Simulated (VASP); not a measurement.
# InSb3 (R-3m) in VASP: a series of runs

InSb3 is run at these levels: PBE; tasks: single point, relaxation of cell and atoms.

All numbers are computed with VASP 6.6.1; they aren't measurements. Logs are shortened: lines on timing, memory, paths and dates and some standing lists are left out, and cuts for length are marked.

## 1. The cell of the first run

The structure is trigonal, space group R-3m (No. 166). Conventional cell: a = 5.252 Å, b = 5.252 Å, c = 16.510 Å, α = 90.00°, β = 90.00°, γ = 120.00°. Within 3.5 Å of In (site symmetry -3m) lie 6 Sb at 2.63 Å. Within 3.5 Å of Sb (site symmetry 2/m) lie 4 Sb at 2.63 Å and 2 In at 2.63 Å.

The cell was built from a structure type or drawn by symmetry, and may not be a known phase.

## 2. Single point, PBE

INCAR

```
SYSTEM = InSb3
PREC     = Accurate       ! precision mode
ENCUT    = 520            ! plane-wave cutoff, eV
EDIFF    = 1E-6           ! SCF threshold, eV
ISMEAR   = 0              ! smearing method
SIGMA    = 0.1            ! smearing width, eV
LREAL    = .False.        ! projectors in reciprocal space
LASPH    = .True.         ! aspherical terms in the spheres
NELM     = 100            ! most SCF steps
ALGO     = Normal         ! electronic algorithm
ISIF     = 2              ! what is computed and relaxed
LWAVE    = .False.        ! write WAVECAR
LCHARG   = .False.        ! write CHGCAR
GGA      = PE             ! functional
NBANDS   = 22             ! bands
```

KPOINTS

```
Automatic mesh
0
Gamma
  6 6 6
  0 0 0
```

POSCAR

```
InSb3
1.0
    2.6257625300      1.5159847000      5.5034636300
   -2.6257625300      1.5159847000      5.5034636300
    0.0000000000     -3.0319694100      5.5034636300
In Sb
1 3
Direct
    0.5000000000      0.5000000000      0.5000000000
    0.0000000000      0.0000000000      0.5000000000
    0.5000000000      0.0000000000      0.0000000000
    0.0000000000      0.5000000000      0.0000000000
```

Potentials or basis: VASP PAW PBE potentials, release 64 (In_d, Sb).

The run is started by

```bash
> cat potpaw_PBE.64/In_d/POTCAR potpaw_PBE.64/Sb/POTCAR > POTCAR
> mpirun -np 1 vasp_std > vasp.out
```

OUTCAR:

```text
SYSTEM = InSb3
   PREC = Accurate
   ENCUT = 520
   EDIFF = 1E-6
   ISMEAR = 0
   LREAL = .False.
   LASPH = .True.
   NELM = 100
   ISIF = 2
   GGA = PE

 ion  position               nearest neighbor table
   1  0.500  0.500  0.500-   3 2.63   4 2.63   3 2.63   4 2.63   2 2.63   2 2.63
   2  0.000  0.000  0.500-   3 2.63   4 2.63   4 2.63   3 2.63   1 2.63   1 2.63
   3  0.500  0.000  0.000-   1 2.63   2 2.63   1 2.63   2 2.63   4 2.63   4 2.63
   4  0.000  0.500  0.000-   1 2.63   2 2.63   2 2.63   1 2.63   3 2.63   3 2.63

  LATTYP: Found a trigonal (rhomboedric) cell.
 ALAT       =     6.2833868575
 COS(alpha) =     0.6507364291

  Lattice vectors:

 A1 = (   2.6257625300,   1.5159847000,   5.5034636300)
 A2 = (  -2.6257625300,   1.5159847000,   5.5034636300)
 A3 = (   0.0000000000,  -3.0319694100,   5.5034636300)

Analysis of symmetry for initial positions (statically):
=====================================================================
 Subroutine PRICEL returns:
 Original cell was already a primitive cell.

 Routine SETGRP: Setting up the symmetry group for a
 trigonal (rhombohedral) supercell.

 Subroutine GETGRP returns: Found 12 space group operations
 (whereof 12 operations were pure point group operations)
 out of a pool of 12 trial point group operations.

The static configuration has the point symmetry D_3d.

Analysis of symmetry for dynamics (positions and initial velocities):
=====================================================================
 Subroutine PRICEL returns:
 Original cell was already a primitive cell.

 Routine SETGRP: Setting up the symmetry group for a
 trigonal (rhombohedral) supercell.

 Subroutine GETGRP returns: Found 12 space group operations
 (whereof 12 operations were pure point group operations)
 out of a pool of 12 trial point group operations.

The dynamic configuration has the point symmetry D_3d.

 Subroutine INISYM returns: Found 12 space group operations
 (whereof 12 operations are pure point group operations),
 and found     1 'primitive' translations

----------------------------------------------------------------------------------------

                                     Primitive cell

  volume of cell :     131.4430

  direct lattice vectors                    reciprocal lattice vectors
     2.625762530  1.515984700  5.503463630     0.190420876  0.109939544  0.060567918
    -2.625762530  1.515984700  5.503463630    -0.190420876  0.109939544  0.060567918
     0.000000000 -3.031969410  5.503463630     0.000000000 -0.219879088  0.060567918

  length of vectors
     6.283386858  6.283386858  6.283386860     0.228068599  0.228068599  0.228068599

  position of ions in fractional coordinates (direct lattice)
     0.500000000  0.500000000  0.500000000
     0.000000000  0.000000000  0.500000000
     0.500000000  0.000000000  0.000000000
     0.000000000  0.500000000  0.000000000

  ion indices of the primitive-cell ions
   primitive index   ion index
                 1           1
                 2           2
                 3           3
                 4           4

----------------------------------------------------------------------------------------

 KPOINTS: Automatic mesh

Automatic generation of k-mesh.
 Grid dimensions read from file:
 generate k-points for:    6    6    6

 Generating k-lattice:

  Cartesian coordinates                     Fractional coordinates (reciprocal lattice)
     0.031736813  0.018323257  0.010094653     0.166666667 -0.000000000 -0.000000000
    -0.031736813  0.018323257  0.010094653    -0.000000000  0.166666667 -0.000000000
     0.000000000 -0.036646515  0.010094653    -0.000000000 -0.000000000  0.166666667

  Length of vectors
     0.038011433  0.038011433  0.038011433

  Shift w.r.t. Gamma in fractional coordinates (k-lattice)
     0.000000000  0.000000000  0.000000000

 Subroutine IBZKPT returns following result:
 ===========================================

 Found     32 irreducible k-points:

 Following reciprocal coordinates:
            Coordinates               Weight
  0.000000  0.000000  0.000000      1.000000
  0.166667 -0.000000 -0.000000      6.000000
  0.333333  0.000000  0.000000      6.000000
  0.500000  0.000000  0.000000      3.000000
  0.166667  0.166667 -0.000000      6.000000
  0.333333  0.166667  0.000000     12.000000
[... 16 lines left out ...]
  0.500000  0.500000  0.166667      6.000000
 -0.333333  0.500000  0.166667     12.000000
 [... further k-points ...]
   k-points           NKPTS =     32   k-points in BZ     NKDIM =     32   number of bands    NBANDS=     22
   number of dos      NEDOS =    301   number of ions     NIONS =      4
   total plane-waves  NPLWV = 110592
   dimension x,y,z NGX =    48 NGY =   48 NGZ =   48
   dimension x,y,z NGXF=    96 NGYF=   96 NGZF=   96
   ions per type =               1   3
   NGX,Y,Z   is equivalent  to a cutoff of  12.70, 12.70, 12.70 a.u.
   NGXF,Y,Z  is equivalent  to a cutoff of  25.40, 25.40, 25.40 a.u.
 SYSTEM =  InSb3
   PREC   = accura    normal or accurate (medium, high low for compatibility)
   ISTART =      0    job   : 0-new  1-cont  2-samecut
   ICHARG =      2    charge: 1-file 2-atom 10-const
   ISPIN  =      1    spin polarized calculation?
   LNONCOLLINEAR =      F non collinear calculations
   LSORBIT =      F    spin-orbit coupling
   LASPH  =      T    aspherical Exc in radial PAW
   ENCUT  =  520.0 eV  38.22 Ry    6.18 a.u.  11.68 11.68 11.68*2*pi/ulx,y,z
   NELM   =    100;   NELMIN=  2; NELMDL= -5     # of ELM steps
   EDIFF  = 0.1E-05   stopping-criterion for ELM
   LREAL  =      F    real-space projection
[... 7 lines left out ...]
   TEBEG  =    0.0;   TEEND  =   0.0 temperature during run
   PSTRESS=    0.0 pullay stress
   NELECT =      28.0000    total number of electrons
   NUPDOWN=      -1.0000    fix difference up-down
   EMIN   =  10.00;   EMAX   =-10.00  energy-range for DOS
   EFERMI =   0.00;   METHOD = LEGACY
   ISMEAR =     0;   SIGMA  =   0.10  broadening in eV -4-tet -1-fermi 0-gaus
   EFERMI_NEDOS =   21; number of points for ismear=-14 and -15
   IALGO  =     38    algorithm
   IMIX   =      4    mixing-type and parameters
     AMIX     =   0.40;   BMIX     =  1.00
     AMIX_MAG =   1.60;   BMIX_MAG =  1.00
  volume/ion in A,a.u.               =      32.86       221.76
  Fermi-wavevector in a.u.,A,eV,Ry     =   0.977721  1.847625 13.006332  0.955938
  Thomas-Fermi vector in A             =   2.108441
   LORBIT       =      0    0 simple, 1 ext, 2 COOP (PROOUT), +10 PAW based schemes
   GGA     = PE    functional components
   LHFCALC =     F    Hartree Fock is set to
   AEXX    =    0.0000 exact exchange contribution
   IVDW    =     0    specifies the selected vdW correction
   LEPSILON=     F    determine dielectric tensor
   LRPA    =     F    only Hartree local field effects (RPA)
 non-spin polarized calculation
 Gauss-broadening in eV      SIGMA  =   0.10
  energy-cutoff  :      520.00
  volume of cell :      131.44
 maximum number of plane-waves:      3555
   NGX = 23   NGY = 23   NGZ = 23

 number of electron      27.9999996 magnetization

 Free energy of the ion-electron system (eV)
  ---------------------------------------------------
  ext. energy  EPLUGINS =         0.00000000
  ---------------------------------------------------
  free energy    TOTEN  =        -5.42209730 eV

  energy without entropy =       -5.41415180  energy(sigma->0) =       -5.41812455

 E-fermi :   6.0387     XC(G=0):  -8.2716

 val. band max:        6.0182231933   @ k =   0.3333   0.1667   0.1667
 cond. band min:       6.0752276302   @ k =   0.5000   0.3333   0.3333
 fundamental gap:      0.0570044369
 Fermi energy:         6.0387497918

 k-point     1 :       0.0000    0.0000    0.0000
  band No.  band energies     occupation
      1     -10.1484      2.00000
      2      -9.8914      2.00000
      3      -9.8914      2.00000
      4      -9.4203      2.00000
      5      -9.4203      2.00000
      6      -8.2566      2.00000
[... 14 lines left out ...]
     21      12.0778      0.00000
     22      13.0650      0.00000

 k-point     2 :       0.1667   -0.0000   -0.0000
  band No.  band energies     occupation
      1     -10.0436      2.00000
      2      -9.9085      2.00000
      3      -9.8856      2.00000
      4      -9.4262      2.00000
      5      -9.4222      2.00000
      6      -8.1870      2.00000
[... 14 lines left out ...]
     21      11.4022      0.00000
     22      12.2350      0.00000

 k-point     3 :       0.3333    0.0000    0.0000
  band No.  band energies     occupation
      1      -9.9823      2.00000
      2      -9.8735      2.00000
      3      -9.7836      2.00000
      4      -9.4378      2.00000
      5      -9.4259      2.00000
      6      -7.9006      2.00000
[... 14 lines left out ...]
     21      12.6544      0.00000
     22      12.7110      0.00000

 k-point     4 :       0.5000    0.0000    0.0000
  band No.  band energies     occupation
      1     -10.0034      2.00000
      2      -9.8673      2.00000
      3      -9.6681      2.00000
      4      -9.4436      2.00000
      5      -9.4277      2.00000
      6      -7.5184      2.00000
[... 14 lines left out ...]
     21      10.6686      0.00000
     22      14.1964      0.00000

 k-point     5 :       0.1667    0.1667   -0.0000
  band No.  band energies     occupation
      1     -10.0435      2.00000
      2      -9.9085      2.00000
      3      -9.8856      2.00000
      4      -9.4262      2.00000
      5      -9.4221      2.00000
      6      -8.1854      2.00000
[... 417 lines left out ...]
 k-point    22 :      -0.1667    0.3333    0.1667
  band No.  band energies     occupation
      1      -9.9752      2.00000
      2      -9.8964      2.00000
      3      -9.6838      2.00000
      4      -9.4410      2.00000
      5      -9.4303      2.00000
      6      -7.5035      2.00000
[... 14 lines left out ...]
     21      12.0523      0.00000
     22      12.1867      0.00000

 k-point    23 :       0.5000    0.5000    0.1667
  band No.  band energies     occupation
      1      -9.9824      2.00000
      2      -9.8735      2.00000
      3      -9.7835      2.00000
      4      -9.4380      2.00000
      5      -9.4256      2.00000
      6      -7.8871      2.00000
[... 14 lines left out ...]
     21      12.6179      0.00000
     22      12.7338      0.00000

 k-point    24 :      -0.3333    0.5000    0.1667
  band No.  band energies     occupation
      1      -9.9753      2.00000
      2      -9.8964      2.00000
      3      -9.6840      2.00000
      4      -9.4411      2.00000
      5      -9.4302      2.00000
      6      -7.4912      2.00000
[... 14 lines left out ...]
     21      11.5840      0.00000
     22      12.2468      0.00000

 [... further k-points ...]

------------------------ aborting loop because EDIFF is reached ----------------------------------------

  FORCE on cell =-STRESS in cart. coord.  units (eV):
  Direction    XX          YY          ZZ          XY          YZ          ZX
  --------------------------------------------------------------------------------------
  -------------------------------------------------------------------------------------
  Total       49.6296210     49.6296210     -0.1947045      0.0000000      0.0000000     -0.0000000
  in kB      604.9422600    604.9422599     -2.3732794      0.0000000      0.0000000     -0.0000000
  external PRESSURE =     402.5037468 kB  Pullay stress =       0.0000000 kB

 VOLUME and BASIS-vectors are now :
 -----------------------------------------------------------------------------
  energy-cutoff  :      520.00
  volume of cell :      131.44
      direct lattice vectors                 reciprocal lattice vectors
     2.625762530  1.515984700  5.503463630     0.190420876  0.109939544  0.060567918
    -2.625762530  1.515984700  5.503463630    -0.190420876  0.109939544  0.060567918
     0.000000000 -3.031969410  5.503463630     0.000000000 -0.219879088  0.060567918

 POSITION                                       TOTAL-FORCE (eV/Angst)
 -----------------------------------------------------------------------------------
      0.00000     -0.00000      8.25520         0.000000      0.000000     -0.000000
      0.00000     -1.51598      2.75173        -0.000000     -0.000000      0.000000
      1.31288      0.75799      2.75173        -0.000000     -0.000000     -0.000000
     -1.31288      0.75799      2.75173        -0.000000     -0.000000      0.000000
 -----------------------------------------------------------------------------------
    total drift:                                0.000000      0.000000     -0.000000

  FREE ENERGIE OF THE ION-ELECTRON SYSTEM (eV)
  ---------------------------------------------------
  free  energy   TOTEN  =        -5.4220973003 eV

  energy  without entropy=       -5.4141518031  energy(sigma->0) =       -5.41812455
```

Wall time 75 s (1 thread of Intel Xeon 6975P-C (Granite Rapids), shared host); peak memory 0.36 GiB.

What came out:

```yaml
Free_energy: -5.4221 eV
Pressure: 40.3 GPa
Band_gap_on_the_k_mesh: zero (bands 14 and 15 overlap by 1.06 eV)
```

Stress tensor (GPa, compression positive):
```
60.49  0.00  0.00
 0.00 60.49  0.00
 0.00  0.00 -0.24
```

Caveat: the cell stands under pressure; spin-orbit coupling is left out, which moves the levels of the heavy elements.

## 3. Relaxation of cell and atoms, PBE

INCAR

```
  PREC = Accurate
  ENCUT = 600
  EDIFF = 1E-6
  ISMEAR = 0
  SIGMA = 0.1
  LREAL = F
  LASPH = T
  NELM = 80
  ALGO = Normal
  ISIF = 3
  LWAVE = F
  LCHARG = F
  GGA = PE
  IBRION = 2
  NSW = 90
  EDIFFG = -0.04
```

KPOINTS

```
Automatic mesh
0
Gamma
  6 6 6
```

POSCAR is that of step 2.

Potentials or basis: VASP PAW PBE potentials, release 64 (In_d, Sb).

The run is started by

```bash
> cat potpaw_PBE.64/In_d/POTCAR potpaw_PBE.64/Sb/POTCAR > POTCAR
> mpirun -np 1 vasp_std > vasp.out
```

Wall time 23 min (1 thread of Intel Xeon 6975P-C (Granite Rapids), shared host); peak memory 0.44 GiB.

The run converged. Its results:

* Free energy: -14.2443 eV
* Relaxed volume: 27.83 Å³/atom
* Relaxed cell: a = 4.811 Å, b = 4.811 Å, c = 4.811 Å, α = 90.24°, β = 90.24°, γ = 90.24°
* Space group after relaxing (to 0.1 Å): Pm-3m (No. 221)
* Energy gained by relaxing: 2205.4 meV/atom
* Ionic steps: 28
* Pressure after relaxing: -0.1 GPa
* Band gap on the k mesh: zero (bands 14 and 15 overlap by 4.57 eV)

Stress tensor (GPa, compression positive):
```
-0.13  0.00  0.00
 0.00 -0.13  0.00
 0.00  0.00 -0.01
```

The path:
| step | energy change (eV) | largest force (eV/Å) | pressure (GPa) | volume (Å³) |
| --- | --- | --- | --- | --- |
| 1 | 0.0000 | 0.0000 | 40.26 | 131.44 |
| 2 | -2.3559 | 0.0000 | -3.63 | 335.14 |
| 3 | -3.9062 | 0.0000 | -4.30 | 291.71 |
| 4 | -5.3148 | 0.0000 | -4.57 | 257.14 |
| 5 | -7.4667 | 0.0000 | -0.03 | 189.09 |
| 6 | -7.4660 | 0.0000 | -0.31 | 190.35 |
| 7 | -7.4684 | 0.0000 | -0.01 | 188.16 |
| 8 | -7.4684 | 0.0000 | 0.01 | 187.93 |
| 9 | -7.4709 | 0.0000 | 0.03 | 186.77 |
| 10 | -7.4791 | 0.0000 | 0.04 | 183.28 |
| 11 | -7.4993 | 0.0000 | 0.07 | 176.32 |
| 12 | -7.5640 | 0.0000 | 0.12 | 162.43 |
| 13 | -7.9315 | 0.0000 | 0.39 | 134.86 |
| 14 | -6.2651 | 0.0000 | 35.76 | 80.44 |
| 15 | -8.0458 | 0.0000 | 0.66 | 128.83 |
| 16 | -8.3800 | 0.0000 | 6.01 | 104.54 |
| 17 | -8.3775 | 0.0000 | 6.91 | 102.83 |
| 18 | -8.4417 | 0.0000 | 5.96 | 103.96 |
| 19 | -8.5886 | 0.0000 | 3.39 | 107.39 |
| 20 | -8.7035 | 0.0000 | -0.57 | 114.43 |
| 21 | -8.7041 | 0.0000 | -0.79 | 114.93 |
| 22 | -8.7130 | 0.0000 | -0.70 | 114.60 |
| 23 | -8.7381 | 0.0000 | -0.41 | 113.61 |
| 24 | -8.7860 | 0.0000 | 0.19 | 111.57 |
| 25 | -8.7989 | 0.0000 | 1.99 | 107.32 |
| 26 | -8.8120 | 0.0000 | 1.17 | 108.91 |
| 27 | -8.8216 | 0.0000 | 0.28 | 110.59 |
| 28 | -8.8217 | 0.0000 | -0.09 | 111.34 |

Final structure:
```
In Sb
1.0
     3.40895    1.96816    2.76571
    -3.40895    1.96816    2.76571
     0.00000   -3.93632    2.76571
In Sb
1 3
Direct
  0.50000 0.50000 0.50000
  0.00000 0.00000 0.50000
  0.50000 0.00000 0.00000
  0.00000 0.50000 0.00000
```

Levels at points of the mesh, in eV from the Fermi level:
```
           k point  band 11  band 12  band 13  band 14  band 15  band 16  band 17  band 18
(0.00, 0.00, 0.00)    -4.27    -3.60     0.37     0.45     0.45     1.70     1.70     1.77
(0.50, 0.00, 0.00)    -2.88    -2.12    -2.09    -1.12    -0.84     1.97     2.19     2.40
(0.50, 0.50, 0.00)    -1.65    -1.65    -1.34    -1.13    -1.11    -0.48     1.04     3.24
(0.50, 0.50, 0.50)    -4.98    -4.96    -4.80     3.46     3.46     3.54     3.55     3.55
```

Caveat: the volume moved by over 15 % at a fixed basis, so the end points are rough; spin-orbit coupling is left out, which moves the levels of the heavy elements.
